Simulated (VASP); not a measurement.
Input of a VASP 6.6.1 run:

The input INCAR:

```
PREC = Accurate
ENCUT = 600
EDIFF = 1E-7
ISMEAR = -1
SIGMA = 0.1
LREAL = F
LASPH = T
NELM = 100
ALGO = Normal
ISIF = 3
LWAVE = F
LCHARG = F
GGA = B5
ALDAX = 1.0
AGGAX = 1.0
AGGAC = 1.0
ALDAC = 0.0
IBRION = 2
NSW = 80
EDIFFG = -0.01
```

File KPOINTS:

```
Automatic mesh
0
Gamma
  11 11 3
```

The input POSCAR:

```
Hg
1.0
    3.1954827370      0.0000000000      0.0000000000
   -1.5977413685      2.7673692276      0.0000000000
    0.0000000000      0.0000000000     10.4364466190
Hg
4
Direct
    0.0000000000      0.0000000000      0.0000000000
    0.0000000000      0.0000000000      0.5000000000
    0.3333333333      0.6666666667      0.2500000000
    0.6666666667      0.3333333333      0.7500000000
```

Potentials or basis: VASP PAW PBE potentials, release 64 (Hg).

Command:

```sh
$ cat potpaw_PBE.64/Hg/POTCAR > POTCAR
$ mpirun -np 1 vasp_std > vasp.out
```

Question: Predict the band gap on the k mesh.

Answer: 2.41 eV (least direct gap 2.70 eV).

Question: Predict the space group after relaxing (to 0.1 Å).

Answer: P6_3/mmc (No. 194).

Final structure:
```yaml
crystal:
  lattice:
    - [4.09903, 0.00000, 0.00000]
    - [-2.04951, 3.54986, 0.00000]
    - [0.00000, 0.00000, 13.47836]
  atoms:
    - { symbol: Hg, position: [0.00000, 0.00000, 0.00000] }
    - { symbol: Hg, position: [0.00000, 0.00000, 0.50000] }
    - { symbol: Hg, position: [0.33333, 0.66667, 0.25000] }
    - { symbol: Hg, position: [0.66667, 0.33333, 0.75000] }
```

Caveat: spin-orbit coupling is left out, which moves the levels of the heavy elements; an odd mesh through Γ misses points on the zone boundary, where band edges can lie.
